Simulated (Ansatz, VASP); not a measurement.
PtSe2: VASP beside Ansatz

```
Se Pt
1.0
     3.70700    0.00000    0.00000
    -1.85350    3.21036    0.00000
     0.00000    0.00000   31.12129
Se Pt
2 1
Direct
  0.66667 0.33333 0.45596
  0.33333 0.66667 0.54404
  0.00000 0.00000 0.50000
```

Alike in both runs: task single point; functional PBE; dispersion D3(BJ); k mesh 9 × 9 × 1; occupations gaussian, width 0.02 eV; no spin polarisation.

```csv
,VASP,Ansatz
version,VASP 6.6.1,Ansatz 0.2.0
potentials or method,"VASP PAW PBE potentials, release 64 (Se, Pt), cutoff 400 eV","scalar-relativistic, plane waves, PAW"
valence electrons in the cell,22,50
```

```csv
,VASP,Ansatz,Ansatz less VASP
gap on the k mesh at the Fermi level (eV),1.24,1.25,+0.009
least direct gap on the mesh (eV),1.46,1.46,+0.007
rms of the force components (eV/Å),0.244,0.243,-0.0004
```

VASP's potentials hold 22 valence electrons a cell and Ansatz's 50, so a difference there can come from the potentials and not from the codes. Ansatz's warnings: xc potential rough in thin density.

Neither program's run includes spin-orbit coupling.
